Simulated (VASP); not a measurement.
Runs of VASP 6.6.1 on AlN. The structure is that of space group P6_3mc (No. 186), or close to it. The cells are those of the table. 

```tsv
cell	gap on the mesh (eV)	pressure (GPa)	largest force (eV/Å)
a = 3.028, b = 3.028, c = 4.844 Å, angles 90.0, 90.0, 120.0°, 4 atoms	5.00	15.1	0.19
a = 3.194, b = 3.194, c = 5.110 Å, angles 90.0, 90.0, 120.0°, 4 atoms	3.58	(a)	0.07
a = 3.154, b = 3.154, c = 5.047 Å, angles 90.0, 90.0, 120.0°, 4 atoms	3.90	-11.3	(b)
a = 3.071, b = 3.071, c = 4.914 Å, angles 90.0, 90.0, 120.0°, 4 atoms	4.61	4.5	0.15
a = 3.233, b = 3.233, c = 5.173 Å, angles 90.0, 90.0, 120.0°, 4 atoms	3.28	-21.8	0.05
```

Alike in all rows: task single point; level LDA; potentials or basis VASP PAW LDA potentials, release 64 (Al, N); no spin polarisation; k mesh 7 × 7 × 4; cutoff (eV) 600; smearing gaussian 0.01 eV.

Fill in the values left out.

(a) -17.1; (b) 0.09.

A k mesh can miss the band edges.
